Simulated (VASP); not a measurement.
Crystal: ZnS (Wurtzite-4H).

```xyz
8
Lattice="3.7710 0.0000 0.0000 -1.8855 3.2658 0.0000 0.0000 0.0000 12.3508" Properties=species:S:1:pos:R:3 pbc="T T T"
Zn    1.8855    1.0886    9.2631
Zn    0.0000    2.1772    3.0877
Zn    0.0000    0.0000    6.1754
Zn    0.0000    0.0000    0.0000
S     1.8855    1.0886   11.5789
S     0.0000    2.1772    5.4035
S     0.0000    0.0000    8.4912
S     0.0000    0.0000    2.3158
```

Program: VASP 6.6.1. Alike in all runs: task single point; potentials or basis VASP PAW PBE potentials, release 64 (Zn, S); no spin polarisation; cell as given; k mesh 8 × 8 × 3; cutoff (eV) 520; smearing fermi-dirac 0.05 eV.

**Question.** Order these runs on this cell by their pressure, lowest first.
A. level SVWN5
B. level PBE
C. level r2SCAN

**Answer.** A (-1.7 GPa), C (2.4 GPa), B (4.9 GPa).

Caveats: the PAW data sets were made with another functional, which shifts forces and pressure a little (some runs).
